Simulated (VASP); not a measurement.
The system is K2H3Au.

```
K H Au
1.0
     3.65331    0.02746    0.01027
    -1.80287    3.11320   -0.03159
     0.02354   -0.06999    8.29926
K H Au
2 3 1
Direct
  0.67919 0.34562 0.79089
  0.72908 0.37445 0.20467
  0.99076 0.00033 0.48838
  0.07717 0.02652 0.99033
  0.37786 0.68338 0.00333
  0.30279 0.69691 0.51393
```

```yaml
Program: VASP 6.6.1
Task: relaxation of cell and atoms
Functional: PBEsol
Potentials_or_basis: VASP PAW PBE potentials, release 64 (K_sv, H, Au)
Cutoff: 600 eV
k_mesh: 6 × 6 × 2
Occupations: fermi-dirac, width 0.05 eV
Spin: no spin polarisation
```

At the start: pressure 0.6 GPa; volume 15.80 Å³/atom.

Problem. Where does the relaxation end?

Solution. Over 36 steps the energy falls by 95.3 meV/atom and the volume is 17.28 Å³/atom (+9.3 %); space group P1 (No. 1, to 0.1 Å) before, Amm2 (No. 38, to 0.1 Å).

The path:
```
step  energy change (eV)  largest force (eV/Å)  pressure (GPa)  volume (Å³)
   1              0.0000                0.8666            0.56        94.79
   2             -0.0719                0.5874            0.22        95.55
   3             -0.1608                0.3204           -0.38        97.79
   4             -0.1813                0.2282            0.03        97.12
   5             -0.1890                0.2408            0.57        96.42
   6             -0.2036                0.2273            0.28        97.48
   7             -0.2158                0.4574           -0.33       100.67
   8             -0.2243                0.5064           -0.37       101.05
   9             -0.2501                0.5556           -0.48       102.20
  10             -0.2889                0.5865           -0.54       104.48
  11             -0.3320                0.5444           -0.44       104.60
  12             -0.4125                0.3721           -0.13       104.92
  13             -0.4160                0.3526           -0.01       105.02
  14             -0.4163                0.3575           -0.04       105.00
  15             -0.4404                0.3002           -0.09       104.92
  16             -0.4827                0.1655           -0.18       104.67
  17             -0.4882                0.1421           -0.20       104.53
  18             -0.5031                0.1352           -0.12       103.82
  19             -0.5174                0.1322            0.13       102.24
  20             -0.5273                0.1063            0.12       102.42
  21             -0.5386                0.1943            0.15       102.89
  22             -0.5447                0.1556            0.04       103.30
  23             -0.5527                0.1480           -0.23       104.51
  24             -0.5592                0.1251           -0.11       104.05
  25             -0.5655                0.0711            0.19       103.01
  26             -0.5685                0.0489           -0.01       103.64
  27             -0.5689                0.0530           -0.11       103.95
  28             -0.5705                0.0274           -0.03       103.75
  29             -0.5707                0.0280            0.01       103.64
  30             -0.5712                0.0246            0.00       103.65
  31             -0.5714                0.0209           -0.01       103.65
  32             -0.5716                0.0140            0.02       103.60
  33             -0.5716                0.0151            0.03       103.57
  34             -0.5718                0.0105           -0.01       103.74
  35             -0.5718                0.0101           -0.04       103.82
  36             -0.5719                0.0072            0.00       103.65
```

Final structure:
```xyz
6
Lattice="3.6463 0.0118 -0.0001 -1.8178 3.4981 0.0014 0.0042 0.0033 8.1127" Properties=species:S:1:pos:R:3 pbc="T T T"
K     1.8912    1.3739    6.5274
K     1.8894    1.3647    1.5644
H     1.8744    2.7839    4.0465
H    -1.7485    3.4747    8.1036
H     0.0671    2.7578    8.0982
Au    0.0513    2.7325    4.0476
```

Caveat: the k points lie up to 0.39 Å⁻¹ apart in the final cell, too coarse for converged energies and pressures of a metal; the PAW data sets were made with another functional, which shifts forces and pressure a little.
